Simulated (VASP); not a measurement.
Write the native input for VASP 6.6.1 that does the following.

```yaml
Task: single point
Functional: PBE
Dispersion: D3(BJ)
Potentials_or_basis: VASP PAW PBE potentials, release 64 (Ta_pv, C)
Cutoff: 520 eV
k_mesh: 3 × 3 × 3
Occupations: gaussian, width 0.05 eV
Spin: no spin polarisation
Dipole_correction: no
Further_INCAR_settings: LREAL = Auto; ALGO = Normal; EDIFF = 1e-07; NBANDS = 104
```

The structure of Ta16C (a cell with a defect) lies in POSCAR:

```
Ta16C
1.0
    6.6200000000      0.0000000000      0.0000000000
    0.0000000000      6.6200000000      0.0000000000
    0.0000000000      0.0000000000      6.6200000000
Ta C
16 1
Direct
   -0.0060235650     -0.0000114804     -0.0004658610
    0.5060134441      0.0305635952     -0.0003527190
   -0.0060425982      0.4942052870     -0.0004637462
   -0.0109190332     -0.0021438066      0.4996487915
    0.2436475831      0.2470995468      0.2513206949
    0.5060296073      0.4635817221     -0.0003525680
    0.4958229607     -0.0021149547      0.4995699396
    0.7563077039      0.2470842900      0.2574903323
   -0.0109480363      0.4963561934      0.4996490937
    0.2382225076      0.7470838369      0.2659055891
    0.2437283988      0.2471018127      0.7478536254
    0.4958335347      0.4963066465      0.4995731118
    0.7416427492      0.7471078550      0.2498256798
    0.7561527190      0.2470847432      0.7416046828
    0.2382312689      0.7470841390      0.7333341390
    0.7415617825      0.7471099698      0.7493460725
    0.4026814199      0.7470688822     -0.0001996979
```

One way to write it, as run:

INCAR

```
PREC = Accurate
ENCUT = 520
EDIFF = 1E-7
ISMEAR = 0
SIGMA = 0.05
LREAL = Auto
LASPH = True
NELM = 100
ALGO = Normal
ISIF = 2
LWAVE = False
LCHARG = True
GGA = PE
IVDW = 12
LELF = True
LVHAR = True
NBANDS = 104
```

KPOINTS

```
regular mesh
0
Gamma
  3 3 3
```

Potentials or basis: VASP PAW PBE potentials, release 64 (Ta_pv, C).

Launch:

```console
$ cat potpaw_PBE.64/Ta_pv/POTCAR potpaw_PBE.64/C/POTCAR > POTCAR
$ mpirun -np 1 vasp_std > vasp.out
```

It gave:

* Pressure: 2.4 GPa
* Largest force: 0.761 eV/Å
* Band gap on the k mesh: zero (bands 90 and 91 overlap by 1.38 eV)
* Dispersion energy per atom: -0.644 eV

Caveat: spin-orbit coupling is left out, which moves the levels of the heavy elements.

Run time: 8.1 min on 1 thread of Intel(R) Xeon(R) 6975P-C (Granite Rapids), with other jobs on the host, peak memory 0.51 GiB.
